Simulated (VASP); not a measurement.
# InTe4 (P6/mmm) in VASP: further runs

The runs below take InTe4 through single point, relaxation of cell and atoms, with PBE.

Program: VASP 6.6.1. These are calculated values, not measurements. Logs are shortened: lines on timing, memory, paths and dates and some standing lists are left out, and cuts for length are marked.

## 1. The cell of the first run

Symmetry: P6/mmm, No. 191, hexagonal system. The conventional cell has a = 5.838 Å, b = 5.838 Å, c = 5.346 Å, α = 90.00°, β = 90.00°, γ = 120.00°. In (site symmetry 6/mmm) has 2 Te at 2.67 Å within 3.5 Å. Te (site symmetry mmm) has 6 Te at 2.92 Å within 3.8 Å. Te (site symmetry 6/mmm) has 2 In at 2.67 Å and 6 Te at 2.92 Å within 3.5 Å.

The cell was generated, and may not be a known phase.

## 2. Single point, PBE

INCAR reads:

```
ALGO     = Normal         # electronic algorithm
EDIFF    = 1E-6           # SCF threshold, eV
ENCUT    = 520            # plane-wave cutoff, eV
GGA      = PE             # functional
ISIF     = 2              # what is computed and relaxed
ISMEAR   = 0              # smearing method
LASPH    = True           # aspherical terms in the spheres
LCHARG   = False          # write CHGCAR
LREAL    = False          # projectors in reciprocal space
LWAVE    = False          # write WAVECAR
NBANDS   = 26             # bands
NELM     = 60             # most SCF steps
PREC     = Accurate       # precision mode
SIGMA    = 0.1            # smearing width, eV
```

KPOINTS reads:

```
k-points
0
Gamma
  3 3 4
```

POSCAR reads:

```
InTe4
1.0
    5.8382484600      0.0000000000      0.0000000000
   -2.9191242300      5.0560714800      0.0000000000
    0.0000000000      0.0000000000      5.3460086800
In Te
1 4
Direct
    0.0000000000      0.0000000000      0.5000000000
    0.5000000000      0.0000000000      0.0000000000
    0.0000000000      0.5000000000      0.0000000000
    0.5000000000      0.5000000000      0.0000000000
    0.0000000000      0.0000000000      0.0000000000
```

Potentials or basis: VASP PAW PBE potentials, release 64 (In_d, Te).

Launch:

```console
$ cat potpaw_PBE.64/In_d/POTCAR potpaw_PBE.64/Te/POTCAR > POTCAR
$ mpirun -np 1 vasp_std > vasp.out
```

OUTCAR:

```text
EDIFF = 1E-6
   ENCUT = 520
   GGA = PE
   ISIF = 2
   ISMEAR = 0
   LASPH = True
   LREAL = False
   NELM = 60
   PREC = Accurate

 ion  position               nearest neighbor table
   1  0.000  0.000  0.500-   5 2.67   5 2.67
   2  0.500  0.000  0.000-   5 2.92   5 2.92   3 2.92   4 2.92   4 2.92   3 2.92
   3  0.000  0.500  0.000-   4 2.92   4 2.92   5 2.92   5 2.92   2 2.92   2 2.92
   4  0.500  0.500  0.000-   3 2.92   3 2.92   5 2.92   2 2.92   2 2.92   5 2.92
   5  0.000  0.000  0.000-   1 2.67   1 2.67   2 2.92   2 2.92   3 2.92   3 2.92   4 2.92   4 2.92

  LATTYP: Found a hexagonal cell.
 ALAT       =     5.8382484600
 C/A-ratio  =     0.9156870792

  Lattice vectors:

 A1 = (   5.8382484600,   0.0000000000,   0.0000000000)
 A2 = (  -2.9191242300,   5.0560714800,   0.0000000000)
 A3 = (   0.0000000000,   0.0000000000,   5.3460086800)

Analysis of symmetry for initial positions (statically):
=====================================================================
 Subroutine PRICEL returns:
 Original cell was already a primitive cell.

 Routine SETGRP: Setting up the symmetry group for a
 hexagonal supercell.

 Subroutine GETGRP returns: Found 24 space group operations
 (whereof 24 operations were pure point group operations)
 out of a pool of 24 trial point group operations.

The static configuration has the point symmetry D_6h.

Analysis of symmetry for dynamics (positions and initial velocities):
=====================================================================
 Subroutine PRICEL returns:
 Original cell was already a primitive cell.

 Routine SETGRP: Setting up the symmetry group for a
 hexagonal supercell.

 Subroutine GETGRP returns: Found 24 space group operations
 (whereof 24 operations were pure point group operations)
 out of a pool of 24 trial point group operations.

The dynamic configuration has the point symmetry D_6h.

 Subroutine INISYM returns: Found 24 space group operations
 (whereof 24 operations are pure point group operations),
 and found     1 'primitive' translations

----------------------------------------------------------------------------------------

                                     Primitive cell

  volume of cell :     157.8067

  direct lattice vectors                    reciprocal lattice vectors
     5.838248460  0.000000000  0.000000000     0.171284248  0.098891007  0.000000000
    -2.919124230  5.056071480  0.000000000     0.000000000  0.197782014  0.000000000
     0.000000000  0.000000000  5.346008680     0.000000000  0.000000000  0.187055439

  length of vectors
     5.838248460  5.838248460  5.346008680     0.197782014  0.197782014  0.187055439

  position of ions in fractional coordinates (direct lattice)
     0.000000000  0.000000000  0.500000000
     0.500000000  0.000000000  0.000000000
     0.000000000  0.500000000  0.000000000
     0.500000000  0.500000000  0.000000000
     0.000000000  0.000000000  0.000000000

  ion indices of the primitive-cell ions
   primitive index   ion index
                 1           1
                 2           2
                 3           3
                 4           4
                 5           5

----------------------------------------------------------------------------------------

 KPOINTS: k-points

Automatic generation of k-mesh.
 Grid dimensions read from file:
 generate k-points for:    3    3    4

 Generating k-lattice:

  Cartesian coordinates                     Fractional coordinates (reciprocal lattice)
     0.057094749  0.032963669  0.000000000     0.333333333  0.000000000  0.000000000
     0.000000000  0.065927338  0.000000000     0.000000000  0.333333333  0.000000000
     0.000000000  0.000000000  0.046763860     0.000000000  0.000000000  0.250000000

  Length of vectors
     0.065927338  0.065927338  0.046763860

  Shift w.r.t. Gamma in fractional coordinates (k-lattice)
     0.000000000  0.000000000  0.000000000

 Subroutine IBZKPT returns following result:
 ===========================================

 Found      9 irreducible k-points:

 Following reciprocal coordinates:
            Coordinates               Weight
  0.000000  0.000000  0.000000      1.000000
  0.333333  0.000000  0.000000      6.000000
  0.333333  0.333333  0.000000      2.000000
  0.000000  0.000000  0.250000      2.000000
  0.333333  0.000000  0.250000     12.000000
  0.333333  0.333333  0.250000      4.000000
  0.000000  0.000000  0.500000      1.000000
  0.333333  0.000000  0.500000      6.000000
  0.333333  0.333333  0.500000      2.000000
   k-points           NKPTS =      9   k-points in BZ     NKDIM =      9   number of bands    NBANDS=     26
   number of dos      NEDOS =    301   number of ions     NIONS =      5
   total plane-waves  NPLWV =  92160
   dimension x,y,z NGX =    48 NGY =   48 NGZ =   40
   dimension x,y,z NGXF=    96 NGYF=   96 NGZF=   80
   ions per type =               1   4
   NGX,Y,Z   is equivalent  to a cutoff of  13.67, 13.67, 12.44 a.u.
   NGXF,Y,Z  is equivalent  to a cutoff of  27.34, 27.34, 24.88 a.u.
 SYSTEM =  unknown system
   PREC   = accura    normal or accurate (medium, high low for compatibility)
   ISTART =      0    job   : 0-new  1-cont  2-samecut
   ICHARG =      2    charge: 1-file 2-atom 10-const
   ISPIN  =      1    spin polarized calculation?
   LNONCOLLINEAR =      F non collinear calculations
   LSORBIT =      F    spin-orbit coupling
   LASPH  =      T    aspherical Exc in radial PAW
   ENCUT  =  520.0 eV  38.22 Ry    6.18 a.u.  10.86 10.86  9.94*2*pi/ulx,y,z
   NELM   =     60;   NELMIN=  2; NELMDL= -5     # of ELM steps
   EDIFF  = 0.1E-05   stopping-criterion for ELM
   LREAL  =      F    real-space projection
   EDIFFG = 0.1E-04   stopping-criterion for IOM
   NSW    =      0    number of steps for IOM
   IBRION =     -1    ionic relax: 0-MD 1-quasi-New 2-CG
   NFREE  =      0    steps in history (QN), initial steepest desc. (CG)
   ISIF   =      2    stress and relaxation
   ISYM   =      2    0-nonsym 1-usesym 2-fastsym
   POTIM  = 0.5000    time-step for ionic-motion
   TEBEG  =    0.0;   TEEND  =   0.0 temperature during run
   PSTRESS=    0.0 pullay stress
   NELECT =      37.0000    total number of electrons
   NUPDOWN=      -1.0000    fix difference up-down
   EMIN   =  10.00;   EMAX   =-10.00  energy-range for DOS
   EFERMI =   0.00;   METHOD = LEGACY
   ISMEAR =     0;   SIGMA  =   0.10  broadening in eV -4-tet -1-fermi 0-gaus
   EFERMI_NEDOS =   21; number of points for ismear=-14 and -15
   IALGO  =     38    algorithm
   IMIX   =      4    mixing-type and parameters
     AMIX     =   0.40;   BMIX     =  1.00
     AMIX_MAG =   1.60;   BMIX_MAG =  1.00
  volume/ion in A,a.u.               =      31.56       212.99
  Fermi-wavevector in a.u.,A,eV,Ry     =   1.009486  1.907652 13.865177  1.019062
  Thomas-Fermi vector in A             =   2.142417
   LORBIT       =      0    0 simple, 1 ext, 2 COOP (PROOUT), +10 PAW based schemes
   GGA     = PE    functional components
   LHFCALC =     F    Hartree Fock is set to
   AEXX    =    0.0000 exact exchange contribution
   IVDW    =     0    specifies the selected vdW correction
   LEPSILON=     F    determine dielectric tensor
   LRPA    =     F    only Hartree local field effects (RPA)
 non-spin polarized calculation
 Gauss-broadening in eV      SIGMA  =   0.10
  energy-cutoff  :      520.00
  volume of cell :      157.81
 maximum number of plane-waves:      4290
 NGX is ok and might be reduce to    48
   NGX = 21   NGY = 21   NGZ = 19

 number of electron      37.0000010 magnetization

 Free energy of the ion-electron system (eV)
  ---------------------------------------------------
  ext. energy  EPLUGINS =         0.00000000
  ---------------------------------------------------
  free energy    TOTEN  =       -11.51537927 eV

  energy without entropy =      -11.51098199  energy(sigma->0) =      -11.51318063

 E-fermi :   6.5388     XC(G=0):  -9.0094

 val. band max:        6.5249728295   @ k =   0.3333   0.3333   0.0000
 cond. band min:       6.9834296457   @ k =   0.0000   0.0000   0.5000
 fundamental gap:      0.4584568162
 Fermi energy:         6.5388360254

 k-point     1 :       0.0000    0.0000    0.0000
  band No.  band energies     occupation
      1      -9.2440      2.00000
      2      -8.4855      2.00000
      3      -8.4855      2.00000
      4      -8.4849      2.00000
      5      -8.4849      2.00000
      6      -8.1491      2.00000
[... 18 lines left out ...]
     25      10.4934      0.00000
     26      11.2484      0.00000

 k-point     2 :       0.3333    0.0000    0.0000
  band No.  band energies     occupation
      1      -9.0642      2.00000
      2      -8.4858      2.00000
      3      -8.4857      2.00000
      4      -8.4852      2.00000
      5      -8.4843      2.00000
      6      -7.7030      2.00000
[... 18 lines left out ...]
     25      11.3713      0.00000
     26      11.4645      0.00000

 k-point     3 :       0.3333    0.3333    0.0000
  band No.  band energies     occupation
      1      -8.9946      2.00000
      2      -8.4858      2.00000
      3      -8.4858      2.00000
      4      -8.4848      2.00000
      5      -8.4848      2.00000
      6      -6.7531      2.00000
[... 18 lines left out ...]
     25      12.1770      0.00000
     26      12.1770      0.00000

 k-point     4 :       0.0000    0.0000    0.2500
  band No.  band energies     occupation
      1      -9.0737      2.00000
      2      -8.4926      2.00000
      3      -8.4926      2.00000
      4      -8.4851      2.00000
      5      -8.4851      2.00000
      6      -8.2882      2.00000
[... 18 lines left out ...]
     25      12.2701      0.00000
     26      12.2701      0.00000
[... 61 lines left out ...]
      1      -8.6984      2.00000
      2      -8.6338      2.00000
      3      -8.5002      2.00000
      4      -8.5002      2.00000
      5      -8.4848      2.00000
      6      -8.4848      2.00000
[... 18 lines left out ...]
     25      13.0689      0.00000
     26      13.1068      0.00000

 k-point     8 :       0.3333    0.0000    0.5000
  band No.  band energies     occupation
      1      -8.6981      2.00000
      2      -8.5184      2.00000
      3      -8.5019      2.00000
      4      -8.4847      2.00000
      5      -8.4839      2.00000
      6      -7.9733      2.00000
[... 18 lines left out ...]
     25      11.3938      0.00000
     26      11.5837      0.00000

 k-point     9 :       0.3333    0.3333    0.5000
  band No.  band energies     occupation
      1      -8.6980      2.00000
      2      -8.5099      2.00000
      3      -8.5099      2.00000
      4      -8.4841      2.00000
      5      -8.4841      2.00000
      6      -7.0964      2.00000
[... 18 lines left out ...]
     25       9.9155      0.00000
     26      12.0673      0.00000

------------------------ aborting loop because EDIFF is reached ----------------------------------------

  FORCE on cell =-STRESS in cart. coord.  units (eV):
  Direction    XX          YY          ZZ          XY          YZ          ZX
  --------------------------------------------------------------------------------------
  -------------------------------------------------------------------------------------
  Total       22.5152084     22.5152084     11.1702565      0.0000000      0.0000000      0.0000000
  in kB      228.5920466    228.5920466    113.4092012      0.0000000      0.0000000      0.0000000
  external PRESSURE =     190.1977648 kB  Pullay stress =       0.0000000 kB

 VOLUME and BASIS-vectors are now :
 -----------------------------------------------------------------------------
  energy-cutoff  :      520.00
  volume of cell :      157.81
      direct lattice vectors                 reciprocal lattice vectors
     5.838248460  0.000000000  0.000000000     0.171284248  0.098891007  0.000000000
    -2.919124230  5.056071480  0.000000000     0.000000000  0.197782014  0.000000000
     0.000000000  0.000000000  5.346008680     0.000000000  0.000000000  0.187055439

 POSITION                                       TOTAL-FORCE (eV/Angst)
 -----------------------------------------------------------------------------------
      0.00000      0.00000      2.67300        -0.000000      0.000000      0.000000
      2.91912      0.00000      0.00000         0.000000      0.000000      0.000000
     -1.45956      2.52804      0.00000         0.000000      0.000000      0.000000
      1.45956      2.52804      0.00000         0.000000      0.000000      0.000000
      0.00000      0.00000      0.00000         0.000000      0.000000      0.000000
 -----------------------------------------------------------------------------------
    total drift:                                0.000000      0.000000      0.000000

  FREE ENERGIE OF THE ION-ELECTRON SYSTEM (eV)
  ---------------------------------------------------
  free  energy   TOTEN  =       -11.5153792748 eV

  energy  without entropy=      -11.5109819904  energy(sigma->0) =      -11.51318063
```

Wall time 43 s (1 thread of Intel Xeon 8259CL, shared host); peak memory 0.3 GiB.

Results:

| Quantity | Value |
| --- | --- |
| Free energy | -11.5154 eV |
| Pressure | 19.0 GPa |
| Band gap on the k mesh | zero (an odd number of electrons rules out a gap without spin polarisation) |

Caveat: the k points lie up to 0.41 Å⁻¹ apart, too coarse for converged energies and pressures of a metal; spin-orbit coupling is left out, which moves the levels of the heavy elements.

## 3. Single point, PBE

This run uses another cell than the first one, of 42.54 Å³/atom.

INCAR reads:

```
SYSTEM = InTe4
  PREC = Accurate
  ENCUT = 520
  EDIFF = 1E-6
  ISMEAR = 0
  SIGMA = 0.1
  LREAL = .False.
  LASPH = .True.
  NELM = 80
  ALGO = Normal
  ISIF = 2
  LWAVE = .False.
  LCHARG = .True.
  GGA = PE
  LELF = .True.
  LVHAR = .True.
  NBANDS = 26
```

KPOINTS reads:

```
regular mesh
0
Gamma
  3 3 4
  0 0 0
```

Edit POSCAR of step 2 so:

```diff
@@ -2,5 +2,5 @@
 1.0
-    5.8382484600      0.0000000000      0.0000000000
-   -2.9191242300      5.0560714800      0.0000000000
-    0.0000000000      0.0000000000      5.3460086800
+    6.4269014859      0.0000000000      0.0000000000
+   -3.2134507430      5.5658599544      0.0000000000
+    0.0000000000      0.0000000000      5.9459842559
 In Te
```

Potentials or basis: VASP PAW PBE potentials, release 64 (In_d, Te).

Launch:

```console
$ cat potpaw_PBE.64/In_d/POTCAR potpaw_PBE.64/Te/POTCAR > POTCAR
$ mpirun -np 1 vasp_std > vasp.out
```

Run time: 1.7 min. Hardware: 1 thread of Intel Xeon 8259CL, shared host; peak memory 0.33 GiB.

Results (log left out):

| Property | Result |
| --- | --- |
| Free energy | -13.9520 eV |
| Pressure | 0.1 GPa |
| Band gap on the k mesh | zero (an odd number of electrons rules out a gap without spin polarisation) |

Levels at points of the mesh, in eV from the Fermi level:
```tsv
k point	band 15	band 16	band 17	band 18	band 19	band 20	band 21	band 22
(0.00, 0.00, 0.00)	-1.62	-0.25	-0.25	1.14	1.14	1.43	2.38	2.38
(0.00, 0.00, 0.50)	-0.44	-0.44	0.58	1.16	1.16	1.26	1.26	1.44
```

Caveat: the k points lie up to 0.38 Å⁻¹ apart, too coarse for converged energies and pressures of a metal; spin-orbit coupling is left out, which moves the levels of the heavy elements.

(Part 1 of 3 ends here.)

The gap in the log of VASP goes by the Fermi energy; the results here count the filled bands.